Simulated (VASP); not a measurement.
HfC:

```
CELL_PARAMETERS angstrom
3.34287 0.00000 0.00000
-1.67143 2.89501 0.00000
0.00000 0.00000 5.20271
ATOMIC_POSITIONS crystal
Hf 0.66667 0.33333 0.75000
Hf 0.33333 0.66667 0.25000
C 0.00000 0.00000 0.00000
C 0.00000 0.00000 0.50000
```

Base run:

```yaml
Program: VASP 6.6.1
Functional: PBEsol
Potentials_or_basis: VASP PAW PBE potentials, release 64 (Hf_pv, C)
Cutoff: 520 eV
k_mesh: 9 × 9 × 5
Occupations: fermi-dirac, width 0.1 eV
Spin: no spin polarisation
```

Its results: band gap on the k mesh zero (band 14 reaches 7.25 eV, above the bottom of band 15 at 6.19 eV); pressure -7.9 GPa.

Q: The run is repeated on the same cell with these changes: functional from PBEsol to BLYP; further incar settings from ALGO = Normal; EDIFF = 1e-07; NBANDS = 22 to ALGO = Normal; EDIFF = 1e-06; NBANDS = 22. What comes out?

A: Band gap on the k mesh zero (band 14 reaches 8.01 eV, above the bottom of band 15 at 6.83 eV); pressure 6.7 GPa.

Caveats: the PAW data sets were made with another functional, which shifts forces and pressure a little; spin-orbit coupling is left out, which moves the levels of the heavy elements.
